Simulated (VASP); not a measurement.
Wanted: the native input for a VASP 6.6.1 run.

```yaml
Task: single point
Functional: PBE
Potentials_or_basis: VASP PAW PBE potentials, release 64 (Zn, O)
Cutoff: 520 eV
k_mesh: 2 × 2 × 1
Occupations: gaussian, width 0.02 eV
Spin: collinear spin, zero start
Starting_moments: "[0.0, 0.0, 0.0, 0.0, 0.0, 0.0, 0.0, 0.0, 0.0, 0.0, 0.0, 0.0, 0.0, 0.0, 0.0, 0.0, 0.0, 0.0, 0.0, 0.0, 0.0, 0.0, 0.0, 0.0, 0.0] μB"
Dipole_correction: no
Further_INCAR_settings: LREAL = Auto; ALGO = Normal; EDIFF = 1e-06; NBANDS = 133
```

The structure of Zn12O13 lies in POSCAR:

```
Zn12O13
1.0
    6.4986160000      0.0000000000      0.0000000000
    0.0000000000      5.2057090000      0.0000000000
    0.0000000000      0.0000000000     18.5659610000
Zn O
12 13
Direct
    0.2500000000      0.4999999040      0.0538620112
    0.0000000000      0.0000000000      0.1043843085
    0.0028073670      0.5063711783      0.2084636502
    0.2485624631      0.0013496721      0.2621846507
    0.2459699111      0.4897046685      0.3692114833
   -0.0187012127     -0.0244959908      0.4120647458
    0.7500000000      0.4999999040      0.0538620112
    0.5000000000      0.0000000000      0.1043843085
    0.4953062314      0.5056698329      0.2085814464
    0.7496440781      0.0081354912      0.2537282072
    0.7267162731      0.4953642242      0.3615091080
    0.5016894366      0.0024236852      0.4040415145
    0.0000000000      0.3790100445      0.1043843085
    0.2500000000      0.8790099485      0.0538620112
    0.2474669991      0.3840710266      0.2620078217
    0.0039077551      0.8858411025      0.2085793458
   -0.0009580501      0.3554678143      0.4218308441
    0.2400757330      0.8701076069      0.3673487195
    0.5000000000      0.3790100445      0.1043843085
    0.7500000000      0.8790099485      0.0538620112
    0.7496226889      0.3902284972      0.2584941873
    0.4939685619      0.8855229902      0.2087438404
    0.4843065046      0.3572408677      0.4139951603
    0.7432859550      0.8860203288      0.3543668976
    0.8372779681      0.5401898185      0.4595700163
```

The input as run:

INCAR

```
SYSTEM = Zn12O13
PREC     = Accurate       ! precision mode
ENCUT    = 520            ! plane-wave cutoff, eV
EDIFF    = 1E-6           ! SCF threshold, eV
ISMEAR   = 0              ! smearing method
SIGMA    = 0.02           ! smearing width, eV
LREAL    = Auto         
LASPH    = .TRUE.         ! aspherical terms in the spheres
NELM     = 150            ! most SCF steps
ALGO     = Normal         ! electronic algorithm
ISIF     = 2              ! what is computed and relaxed
LWAVE    = .FALSE.        ! write WAVECAR
LCHARG   = .TRUE.         ! write CHGCAR
ISPIN    = 2              ! spin polarisation
MAGMOM   = 0 0 0 0 0 0 0 0 0 0 0 0 0 0 0 0 0 0 0 0 0 0 0 0 0 ! initial moments
LORBIT   = 11             ! projections on sites
GGA      = PE             ! functional
LELF     = .TRUE.         ! ELF
LVHAR    = .TRUE.       
NBANDS   = 133            ! bands
```

KPOINTS

```
regular mesh
0
G
  2 2 1
  0 0 0
```

Potentials or basis: VASP PAW PBE potentials, release 64 (Zn, O).

The run is started by

```sh
$ cat potpaw_PBE.64/Zn/POTCAR potpaw_PBE.64/O/POTCAR > POTCAR
$ mpirun -np 1 vasp_std > vasp.out
```

Results of the run:

- Largest force: 1.993 eV/Å
- Band gap on the k mesh: 0.10 eV (least direct gap 0.31 eV)
- Net moment: 0.00 μB per cell
- Valence electrons inside the program's atomic spheres: Zn 10.71, 10.83, 10.81, 10.80, 10.84, 10.73, 10.79, 10.86, 10.82, 10.85 (each value once); O 4.99, 4.94, 5.00, 4.90, 4.98, 5.02, 4.81 (each value once)

Caveat: the k points lie up to 0.60 Å⁻¹ apart; there is no dipole correction, which matters where the two faces differ; semilocal functionals underestimate gaps, and a narrow one can read as zero.

It took 38 min on 1 thread of Oxide Virtual Turin-like Processor, on a shared host, peak memory 1 GiB.
